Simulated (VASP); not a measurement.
Here is a VASP 6.6.1 calculation.

The input INCAR:

```
SYSTEM = Cd4InO
  PREC = Accurate
  ENCUT = 520
  EDIFF = 1E-6
  ISMEAR = 0
  SIGMA = 0.1
  LREAL = .False.
  LASPH = .True.
  NELM = 80
  ALGO = Normal
  ISIF = 2
  LWAVE = .False.
  LCHARG = .True.
  GGA = PE
  LELF = .True.
  LVHAR = .True.
  NBANDS = 42
```

The input KPOINTS:

```
regular mesh
0
Gamma
  6 6 2
  0 0 0
```

Contents of POSCAR:

```
Cd4InO
1.0
    3.1489570000      0.0000000000      0.0000000000
    0.0000000000      3.1489570000      0.0000000000
    0.0000000000      0.0000000000     11.8662504800
Cd In O
4 1 1
Direct
    0.5000000000      0.5000000000      0.3645260000
    0.5000000000      0.5000000000      0.8643389900
    0.5000000000      0.5000000000      0.1356610100
    0.5000000000      0.5000000000      0.6354740000
    0.0000000000      0.0000000000      0.5000000000
    0.0000000000      0.0000000000      0.0000000000
```

Potentials or basis: VASP PAW PBE potentials, release 64 (Cd, In_d, O).

The run is started by

```bash
$ cat potpaw_PBE.64/Cd/POTCAR potpaw_PBE.64/In_d/POTCAR potpaw_PBE.64/O/POTCAR > POTCAR
$ mpirun -np 1 vasp_std > vasp.out
```

**Question.** Predict the largest force.

**Answer.** 2.701 eV/Å.

**Question.** Estimate the pressure.

**Answer.** 10.2 GPa.

**Question.** Predict the band gap on the k mesh.

**Answer.** Zero (an odd number of electrons rules out a gap without spin polarisation).

Stress tensor (GPa, compression positive):
```
 9.64  0.00  0.00
 0.00  9.64  0.00
 0.00  0.00 11.29
```

Caveat: the cell stands under pressure; spin-orbit coupling is left out, which moves the levels of the heavy elements; an odd number of electrons without spin polarisation forces a metal; a magnetic or distorted state may lie lower.
